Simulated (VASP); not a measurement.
# LiH in VASP: notebook, part 2 of 2

VASP 6.6.1. The steps go on from the part before.

### Step 4. Single point, PBEsol+D3(BJ), collinear spin, ferromagnetic start

This run uses another cell than the first one, of 8.45 Å³/atom, 0.943 times its volume.

The input, INCAR:

```
SYSTEM = LiH
ALGO = Normal
EDIFF = 1E-6
ENCUT = 520
GGA = PS
ISIF = 2
ISMEAR = -5
ISPIN = 2
IVDW = 12
LASPH = .TRUE.
LCHARG = .FALSE.
LORBIT = 11
LREAL = .FALSE.
LWAVE = .FALSE.
MAGMOM = 0.5 0
NBANDS = 13
NELM = 150
PREC = Accurate
SIGMA = 0.1
```

The input, KPOINTS:

```
k-points
0
G
  11 11 11
  0 0 0
```

The input, POSCAR:

```
LiH
1.0
    0.0000000000      2.0367500000      2.0367500000
    2.0367500000      0.0000000000      2.0367500000
    2.0367500000      2.0367500000      0.0000000000
Li H
1 1
Direct
    0.0000000000      0.0000000000      0.0000000000
    0.5000000000      0.5000000000      0.5000000000
```

Potentials or basis: VASP PAW PBE potentials, release 64 (Li_sv, H).

The run is started by

```bash
> cat potpaw_PBE.64/Li_sv/POTCAR potpaw_PBE.64/H/POTCAR > POTCAR
> mpirun -np 1 vasp_std > vasp.out
```

OUTCAR:

```text
SYSTEM = LiH
   EDIFF = 1E-6
   ENCUT = 520
   GGA = PS
   ISIF = 2
   ISMEAR = -5
   ISPIN = 2
   IVDW = 12
   LASPH = .TRUE.
   LORBIT = 11
   LREAL = .FALSE.
   NELM = 150
   PREC = Accurate
 IVDW          = 12

 ion  position               nearest neighbor table
   1  0.000  0.000  0.000-
   2  0.500  0.500  0.500-

  LATTYP: Found a face centered cubic cell.
 ALAT       =     4.0735000000

  Lattice vectors:

 A1 = (   0.0000000000,   2.0367500000,   2.0367500000)
 A2 = (   2.0367500000,   0.0000000000,   2.0367500000)
 A3 = (   2.0367500000,   2.0367500000,   0.0000000000)

Analysis of symmetry for initial positions (statically):
=====================================================================
 Subroutine PRICEL returns:
 Original cell was already a primitive cell.

 Routine SETGRP: Setting up the symmetry group for a
 face centered cubic supercell.

 Subroutine GETGRP returns: Found 48 space group operations
 (whereof 48 operations were pure point group operations)
 out of a pool of 48 trial point group operations.
[... 959 lines left out ...]
     11      29.7825      0.00000
     12      32.5874      0.00000
     13      36.5657      0.00000

 [... further k-points ...]

------------------------ aborting loop because EDIFF is reached ----------------------------------------

 Edisp (eV)   -0.25661

 E8    (eV) :    -0.1520

  FORCE on cell =-STRESS in cart. coord.  units (eV):
  Direction    XX          YY          ZZ          XY          YZ          ZX
  --------------------------------------------------------------------------------------
  -------------------------------------------------------------------------------------
  Total      -0.52063    -0.52063    -0.52063     0.00000     0.00000     0.00000
  in kB     -49.36222   -49.36222   -49.36222     0.00000     0.00000     0.00000
  external pressure =      -49.36 kB  Pullay stress =        0.00 kB

 VOLUME and BASIS-vectors are now :
 -----------------------------------------------------------------------------
  energy-cutoff  :      520.00
  volume of cell :       16.90
      direct lattice vectors                 reciprocal lattice vectors
     0.000000000  2.036750000  2.036750000    -0.245489137  0.245489137  0.245489137
     2.036750000  0.000000000  2.036750000     0.245489137 -0.245489137  0.245489137
     2.036750000  2.036750000  0.000000000     0.245489137  0.245489137 -0.245489137

 POSITION                                       TOTAL-FORCE (eV/Angst)
 -----------------------------------------------------------------------------------
      0.00000      0.00000      0.00000         0.000000      0.000000      0.000000
      2.03675      2.03675      2.03675         0.000000      0.000000      0.000000
 -----------------------------------------------------------------------------------
    total drift:                                0.000000     -0.000000     -0.000000

  FREE ENERGIE OF THE ION-ELECTRON SYSTEM (eV)
  ---------------------------------------------------
  free  energy   TOTEN  =        -6.3692279840 eV

  energy  without entropy=       -6.3692279840  energy(sigma->0) =       -6.36922798

 total charge

# of ion       s       p       d       tot
------------------------------------------
    1        2.019   0.064   0.000   2.083
    2        0.523   0.002   0.000   0.525
--------------------------------------------------
tot          2.543   0.065   0.000   2.608

 magnetization (x)

# of ion       s       p       d       tot
------------------------------------------
    1        0.000   0.000   0.000   0.000
    2       -0.000   0.000   0.000  -0.000
--------------------------------------------------
tot         -0.000   0.000   0.000   0.000
```

stdout:

```text
POSCAR found type information on POSCAR LiH
 POSCAR found :  2 types and       2 ions
 scaLAPACK will be used
 -----------------------------------------------------------------------------
|                                                                             |
|                                                                             |
|     You enforced a specific xc type in the INCAR file but a different       |
|     I HOPE YOU KNOW WHAT YOU ARE DOING!                                     |
|                                                                             |
 -----------------------------------------------------------------------------

 LDA part: xc-table for (Slater+PW92), standard interpolation
 POSCAR, INCAR and KPOINTS ok, starting setup
 FFT: planning ... GRIDC
 FFT: planning ... GRID_SOFT
 FFT: planning ... GRID
 WAVECAR not read
 entering main loop
```

Run time: 10 s. Hardware: 1 thread of Intel Xeon Platinum 8559C (Emerald Rapids), shared host; peak memory 0.15 GiB.

Results:

```
Free energy                                           : -6.3692 eV
Band gap on the k mesh                                : 2.97 eV, direct
Net moment                                            : 0.00 μB per cell
Valence electrons inside the program's atomic spheres : Li 2.08; H 0.53
Dispersion energy per atom                            : -0.128 eV
```

Levels at points of the mesh, in eV from the valence-band top:
Spin up:
```
           k point  band 1  band 2  band 3  band 4  band 5  band 6
(0.00, 0.00, 0.00)  -43.71   -5.32   15.52   17.30   17.30   17.30
```
Spin down:
```
           k point  band 1  band 2  band 3  band 4  band 5  band 6  band 7
(0.00, 0.00, 0.00)  -43.71   -5.32   15.52   17.30   17.30   17.30   21.81
```

Caveat: the cutoff is under 1.25 times the usual one of these potentials, so pressure, stress and relaxed cells hold a basis-set (Pulay) error; the PAW data sets were made with another functional, which shifts forces and pressure a little. A k mesh can miss the band edges.

### Step 5. Single point, BLYP

This run uses another cell than the first one, of 8.45 Å³/atom, 0.943 times its volume.

The input, INCAR:

```
SYSTEM = LiH
AGGAC = 1.0
AGGAX = 1.0
ALDAC = 0.0
ALDAX = 1.0
ALGO = Normal
EDIFF = 1E-7
ENCUT = 520
GGA = B5
ISIF = 2
ISMEAR = -1
LASPH = .True.
LCHARG = .False.
LREAL = .False.
LWAVE = .False.
NBANDS = 9
NELM = 80
PREC = Accurate
SIGMA = 0.05
```

The input, KPOINTS:

```
Automatic mesh
0
Gamma
  11 11 11
  0.5 0.5 0.5
```

The input, POSCAR:

```
LiH
1.0
    0.0000000000      2.0367500000      2.0367500000
    2.0367500000      0.0000000000      2.0367500000
    2.0367500000      2.0367500000      0.0000000000
Li H
1 1
Direct
   -0.0092240000      0.0011030000      0.0035180000
    0.4838640000      0.5014200000      0.5035010000
```

The run is started by

```bash
> cat potpaw_PBE.64/Li_sv/POTCAR potpaw_PBE.64/H/POTCAR > POTCAR
> mpirun -np 1 vasp_std > vasp.out
```

It took 2.5 min on 1 thread of Intel Xeon Platinum 8559C (Emerald Rapids), shared host; peak memory 0.45 GiB.

Results (log left out):

```
Free energy            : -5.9496 eV
Largest force          : 0.014 eV/Å
Band gap on the k mesh : 3.72 eV, direct
```

Forces in eV/Å, atoms in the order of the input:
```
Li   0.000 -0.010 -0.010
H    0.000  0.010  0.010
```

Levels at points of the mesh, in eV from the valence-band top:
```tsv
k point	band 1	band 2	band 3	band 4	band 5
(0.50, 0.50, 0.50)	-44.74	-2.27	5.36	13.67	16.32
(0.50, 0.00, 0.00)	-44.74	-2.27	5.36	13.67	16.33
(0.00, 0.00, 0.50)	-44.74	-2.27	5.36	13.67	16.32
(0.00, 0.50, 0.00)	-44.74	-2.27	5.36	13.67	16.32
```

Caveat: the cutoff is under 1.25 times the usual one of these potentials, so pressure, stress and relaxed cells hold a basis-set (Pulay) error; the PAW data sets were made with another functional, which shifts forces and pressure a little.

### Step 6. Summary

```csv
level,potentials or basis,spin,cell,k mesh,smearing,gap on the mesh (eV)
LDA,"VASP PAW LDA potentials, release 64 (Li_sv, H)",off,"a = 2.937 Å, angles 60.0°, 2 atoms",11 × 11 × 11,fermi-dirac 0.05 eV,2.87
LDA,"VASP PAW LDA potentials, release 64 (Li_sv, H)",off,"a = 2.880 Å, angles 60.0°, 2 atoms",11 × 11 × 11,fermi-dirac 0.05 eV,2.84
PBEsol+D3(BJ),"VASP PAW PBE potentials, release 64 (Li_sv, H)","collinear, ferromagnetic start","a = 2.880 Å, angles 60.0°, 2 atoms",11 × 11 × 11,tetrahedron,2.97
BLYP,"VASP PAW PBE potentials, release 64 (Li_sv, H)",off,"a = 2.880 Å, angles 60.0°, 2 atoms","11 × 11 × 11, shifted",fermi-dirac 0.05 eV,3.72
```

Some of these runs hold the atoms at other places in the same cell, which the table doesn't show; runs alike in all that it shows share one row.

Alike in all rows: task single point; cutoff (eV) 520.

Caveats: the cutoff is under 1.25 times the usual one of these potentials, so pressure, stress and relaxed cells hold a basis-set (Pulay) error; the PAW data sets were made with another functional, which shifts forces and pressure a little (some runs).

Absolute energies hang on the potentials; compare differences alone.
